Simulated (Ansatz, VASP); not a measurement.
**Two plane-wave programs on Ni3Ge**

```
CELL_PARAMETERS angstrom
3.63066 0.00000 0.00000
0.00000 3.63066 0.00000
0.00000 0.00000 3.63066
ATOMIC_POSITIONS crystal
Ni 0.50000 0.00000 0.50000
Ni 0.00000 0.50000 0.50000
Ni 0.50000 0.50000 0.00000
Ge 0.00000 0.00000 0.00000
```

Change from the starting cell: strain +0.030 along x and y, +0.030 along z, atoms carried along.

Alike in both runs: task single point; functional PBEsol; k mesh 14 × 14 × 14; occupations gaussian, width 0.15 eV; no spin polarisation.

|  | VASP | Ansatz |
| --- | --- | --- |
| version | VASP 6.6.1 | Ansatz 0.2.0 |
| potentials or method | VASP PAW PBE potentials, release 64 (Ni, Ge_d), cutoff 520 eV | scalar-relativistic, plane waves, PAW |
| valence electrons in the cell | 44 | 68 |

```tsv
	VASP	Ansatz	Ansatz less VASP
gap on the k mesh at the Fermi level (eV)	none	none	-
pressure (GPa)	-15.3	-15.6	-0.27
```

VASP's potentials were made for PBE, not for PBEsol. A gap of «none» marks a metal or a gap that the smearing closes. With one functional, cell and mesh, what is left measures potentials, basis and numerics. VASP's potentials hold 44 valence electrons a cell and Ansatz's 68, so a difference there can come from the potentials and not from the codes.
